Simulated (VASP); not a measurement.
Ir: single point with LDA

The system is Ir.

```xyz
1
Lattice="-1.5303 1.5303 1.5303 1.5303 -1.5303 1.5303 1.5303 1.5303 -1.5303" Properties=species:S:1:pos:R:3 pbc="T T T"
Ir    0.0000    0.0000    0.0000
```

This isn't the form of Ir at room conditions, which is fcc.

| Item | Value |
| --- | --- |
| Program | VASP 6.6.1 |
| Task | single point |
| Functional | LDA |
| Potentials or basis | VASP PAW LDA potentials, release 64 (Ir) |
| Cutoff | 520 eV |
| k mesh | 20 × 20 × 20 |
| Occupations | fermi-dirac, width 0.08 eV |
| Spin | no spin polarisation |
| Dipole correction | no |
| k mesh for the DOS | 30 × 30 × 30 |
| Occupations for the DOS | tetrahedron |
| Further INCAR settings | ALGO = Normal; EDIFF = 1e-06; NBANDS = 10 |

```json
{
 "Valence electrons inside the program's atomic spheres": "Ir 8.39"
}
```

Levels at points of the mesh, in eV from the Fermi level:
| k point | band 1 | band 2 | band 3 | band 4 | band 5 | band 6 | band 7 | band 8 | band 9 |
| --- | --- | --- | --- | --- | --- | --- | --- | --- | --- |
| (0.00, 0.00, 0.00) | -10.73 | -3.70 | -3.70 | -3.70 | -0.56 | -0.56 | 16.93 | 16.93 | 16.93 |
| (0.50, 0.00, 0.00) | -7.65 | -5.57 | -0.74 | -0.07 | -0.04 | 2.30 | 8.14 | 13.07 | 17.03 |
| (0.50, 0.50, 0.50) | -7.20 | -7.20 | 1.57 | 1.57 | 1.57 | 7.98 | 7.98 | 7.98 | 14.92 |

Run time: 2.2 min on 1 thread of Intel Xeon 8259CL, with other jobs on the host, peak memory 0.27 GiB.

Caveat: spin-orbit coupling is left out, which moves the levels of the heavy elements.
